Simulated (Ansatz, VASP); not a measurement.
## Two plane-wave programs on MgCd2Se3

```
Mg Cd Se
1.0
     4.33835    0.00000    0.00000
    -2.16918    3.75712    0.00000
     0.00000    0.00000   10.59602
Mg Cd Se
1 2 3
Direct
  0.00000 0.00000 0.33101
  0.33333 0.66667 0.00448
  0.66667 0.33333 0.66394
  0.66667 0.33333 0.91662
  0.00000 0.00000 0.57620
  0.33333 0.66667 0.25776
```

Alike in both runs: functional PBE; k mesh 6 × 6 × 4; no spin polarisation.

Ansatz relaxed the structure, and its values are those at the end. VASP's run is a single point on that final structure, the one shown.

```csv
,VASP,Ansatz
version,VASP 6.6.1,Ansatz 0.2.0
potentials or method,"VASP PAW PBE potentials, release 64 (Mg, Cd, Se), cutoff 600 eV","scalar-relativistic, plane waves, PAW"
occupations,"gaussian, width 0.01 eV",fixed
valence electrons in the cell,44,98
```

Ansatz gave:

| Item | Value |
| --- | --- |
| gap on the k mesh at the Fermi level (eV) | 0.96 |
| least direct gap on the mesh (eV) | 0.96 |
| pressure (GPa) | 0.0 |
| rms of the force components (eV/Å) | 0.000 |

Task: Estimate VASP's values.

Result: gap on the k mesh at the Fermi level (eV): 0.96; least direct gap on the mesh (eV): 0.96; pressure (GPa): 0.1; rms of the force components (eV/Å): 0.010.

VASP's potentials hold 44 valence electrons a cell and Ansatz's 98, so a difference there can come from the potentials and not from the codes.
